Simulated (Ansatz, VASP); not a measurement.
## TiSi2: VASP beside Ansatz

```
CELL_PARAMETERS angstrom
1.76511 -6.75928 0.00000
1.76511 6.75928 0.00000
0.00000 0.00000 3.56517
ATOMIC_POSITIONS crystal
Ti 0.10312 0.89688 0.25000
Ti 0.89688 0.10312 0.75000
Si 0.75031 0.24969 0.25000
Si 0.24969 0.75031 0.75000
Si 0.44175 0.55825 0.25000
Si 0.55825 0.44175 0.75000
```

Alike in both runs: functional PBEsol; k mesh 8 × 8 × 8; occupations fermi-dirac, width 0.05 eV; no spin polarisation; Hubbard terms Ti d U = 2.0 eV.

|  | VASP | Ansatz |
| --- | --- | --- |
| version | VASP 6.6.1 | Ansatz 0.2.0 |
| potentials or method | VASP PAW PBE potentials, release 64 (Ti_sv, Si) | Ansatz PAW |
| plane-wave cutoff (eV) | 520 | 420 |
| valence electrons in the cell | 40 | 40 |
| task | single point | projected density of states |

```tsv
	VASP	Ansatz	Ansatz less VASP
gap on the k mesh at the Fermi level (eV)	none	none	-
pressure (GPa)	0.4	-0.6	-0.99
traceless stress, the component that is largest in VASP (GPa)	-0.35	-0.29	+0.068
rms of the force components (eV/Å)	0.068	0.076	+0.0086
```

VASP's potentials were made for PBE, not for PBEsol. The programs project onto different local orbitals, so the same U acts differently, and such runs can settle in different states. Atom by atom the forces differ by 0.011 eV/Å (rms over components). A gap of «none» marks a metal or a gap that the smearing closes.
